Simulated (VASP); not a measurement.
Runs of VASP 6.6.1 on MgO. The structure is that of space group P6_3/mmc (No. 194), or close to it. The cells are those of the table. 

```csv
cell,gap on the mesh (eV),pressure (GPa),largest force (eV/Å)
"a = 3.547, b = 3.502, c = 4.178 Å, angles 90.0, 90.0, 120.4°, 4 atoms",3.26,(c),0.13
"a = 3.556, b = 3.504, c = 4.178 Å, angles 90.0, 90.0, 120.5°, 4 atoms",3.25,-5.9,0.15
"a = 3.417, b = 3.469, c = 4.178 Å, angles 90.0, 90.0, 119.5°, 4 atoms",3.43,-0.9,0.19
"a = 3.434, b = 3.473, c = 4.178 Å, angles 90.0, 90.0, 119.6°, 4 atoms",3.41,-1.6,0.14
"a = 3.521, b = 3.495, c = 4.178 Å, angles 90.0, 90.0, 120.2°, 4 atoms",(a),(b),0.08
"a = 3.452, b = 3.478, c = 4.178 Å, angles 90.0, 90.0, 119.8°, 4 atoms",3.39,-2.2,0.09
```

Alike in all rows: task single point; level LDA; potentials or basis VASP PAW LDA potentials, release 64 (Mg_sv, O); no spin polarisation; k mesh 6 × 6 × 6; cutoff (eV) 840; smearing gaussian 0.05 eV.

Q: Fill in the values left out.

A: (a) 3.30; (b) -4.7; (c) -5.6.

Caveats: the cell stands under tension (at least some runs).

